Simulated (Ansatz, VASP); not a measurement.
## GaN: VASP beside Ansatz

The input INCAR:

```
PREC = Accurate
ENCUT = 520
EDIFF = 1E-7
ISMEAR = 0
SIGMA = 0.03
LREAL = F
LASPH = T
NELM = 60
ALGO = Normal
ISIF = 2
LWAVE = F
LCHARG = T
GGA = CA
LELF = T
LVHAR = T
NBANDS = 26
```

The input KPOINTS:

```
Automatic mesh
0
Gamma
  8 8 5
```

Contents of POSCAR:

```
GaN
1.0
    3.1889999985      0.0000000000      0.0000000000
   -1.5944999992      2.7617550113      0.0000000000
    0.0000000000      0.0000000000      5.2161100000
Ga N
2 2
Direct
    0.3333333333      0.6666666667      0.0004671136
    0.6666666667      0.3333333333      0.5004671136
    0.3333333333      0.6666666667      0.3765328864
    0.6666666667      0.3333333333      0.8765328864
```

Input for Ansatz:

```yaml
crystal:
  lattice:
    - [3.1889999985, 0.0, 0.0]
    - [-1.5944999992, 2.7617550113, 0.0]
    - [0.0, 0.0, 5.21611]
  atoms:
    - { symbol: Ga, position: [0.3333333333, 0.6666666667, 0.0004671136] }
    - { symbol: Ga, position: [0.6666666667, 0.3333333333, 0.5004671136] }
    - { symbol: "N", position: [0.3333333333, 0.6666666667, 0.3765328864] }
    - { symbol: "N", position: [0.6666666667, 0.3333333333, 0.8765328864] }
scf:
  occupations: { method: gaussian, width: 0.03 }
output:
  eigenstates: { kpoints: [[0, 0, 0]] }
hamiltonian:
  xc: lda
kpoints:
  mp_grid: { grid: [8, 8, 5] }
```

Alike in both runs: task single point; functional LDA; k mesh 8 × 8 × 5; occupations gaussian, width 0.03 eV; no spin polarisation.

```csv
,VASP,Ansatz
version,VASP 6.6.1,Ansatz 0.2.0
potentials or method,"VASP PAW LDA potentials, release 64 (Ga_d, N)","scalar-relativistic, plane waves, PAW"
plane-wave cutoff (eV),520,420
valence electrons in the cell,36,36
```

```csv
,VASP,Ansatz,Ansatz less VASP
gap on the k mesh at the Fermi level (eV),1.87,1.86,-0.016
least direct gap on the mesh (eV),1.87,1.86,-0.016
```

LDA's correlation is that of Perdew and Zunger in VASP and of Perdew and Wang (1992) in Ansatz.
